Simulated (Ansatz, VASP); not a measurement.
# Two plane-wave programs on AlN

```
Al N
1.0
     2.69461    0.00000    0.00000
    -1.34730    2.45332    0.00000
     0.00000    0.00000    4.84101
Al N
2 2
Cartesian
  0.0000 0.0000 0.0000
  0.0000 0.0000 2.4205
  0.0000 1.6461 1.2103
  1.3473 0.8072 3.6308
```

Change from the starting cell: uniaxial_x strain -4.9%.

Alike in both runs: task single point; functional PBE; k mesh 12 × 12 × 6; occupations fermi-dirac, width 0.02 eV; no spin polarisation.

```csv
,VASP,Ansatz
version,VASP 6.6.1,Ansatz 0.2.0
potentials or method,"VASP PAW PBE potentials, release 64 (Al, N)","plane waves, PAW"
plane-wave cutoff (eV),520,420
valence electrons in the cell,16,16
```

```csv
,VASP,Ansatz,Ansatz less VASP
gap on the k mesh at the Fermi level (eV),4.57,4.58,+0.012
pressure (GPa),20.6,20.9,+0.34
"traceless stress, the component that is largest in VASP (GPa)",20.30,20.25,-0.052
rms of the force components (eV/Å),0.017,0.017,+0.0001
```

Atom by atom the forces differ by 0.000 eV/Å (rms over components). With one functional, cell and mesh, what is left measures potentials, basis and numerics.
